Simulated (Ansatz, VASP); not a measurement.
## SnO: VASP beside Ansatz

The input POSCAR:

```
SnO
1.0
    3.1034067823      0.0000000000      0.0000000000
    0.0000000000      3.1034067823      0.0000000000
    0.0000000000      0.0000000000      3.1034067823
Sn O
1 1
Direct
    0.0000000000      0.0000000000      0.0000000000
    0.5000000000      0.5000000000      0.5000000000
```

File INCAR.step1:

```
ALGO = Normal ; EDIFF = 1E-4
ENCUT = 520 ; GGA = PE
ISMEAR = 0 ; LASPH = T
LCHARG = F ; LREAL = F
LWAVE = T ; NBANDS = 17
NELM = 60 ; PREC = Accurate
SIGMA = 0.01
```

File INCAR.step2:

```
ALGO = Normal ; EDIFF = 1E-6
ENCUT = 520 ; ISIF = 2
ISMEAR = 0 ; ISTART = 1
LASPH = T ; LCHARG = F
LMIXTAU = T ; LREAL = F
LWAVE = F ; METAGGA = R2SCAN
NBANDS = 17 ; NELM = 60
PREC = Accurate ; SIGMA = 0.01
```

The input KPOINTS:

```
k-points
0
Gamma
  6 6 6
```

Input for Ansatz:

```yaml
crystal:
  lattice:
    - [3.1034067823, 0.0, 0.0]
    - [0.0, 3.1034067823, 0.0]
    - [0.0, 0.0, 3.1034067823]
  atoms:
    - { symbol: Sn, position: [0.0, 0.0, 0.0] }
    - { symbol: O, position: [0.5, 0.5, 0.5] }
kpoints:
  mp_grid: { grid: [6, 6, 6] }
hamiltonian:
  xc: r2scan
scf:
  occupations: { method: fixed }
  n_extra_bands: 4
  mixing: { ndim: 1 }
  max_iter: 91
output:
  forces: true
  stress: true
  eigenvalues: true
```

Alike in both runs: task single point; functional r2SCAN; k mesh 6 × 6 × 6; no spin polarisation.

```csv
,VASP,Ansatz
version,VASP 6.6.1,Ansatz 0.2.0
potentials or method,"VASP PAW PBE potentials, release 64 (Sn_d, O)",plane waves
plane-wave cutoff (eV),520,500
occupations,"gaussian, width 0.01 eV",fixed
valence electrons in the cell,20,20
```

Ansatz gave:

| Item | Value |
| --- | --- |
| gap on the k mesh at the Fermi level (eV) | 0.36 |
| pressure (GPa) | 0.2 |

**Question.** Which values does VASP return?

**Answer.** gap on the k mesh at the Fermi level (eV): 0.35; pressure (GPa): 0.3.

VASP's potentials were made for PBE, not for r2SCAN.
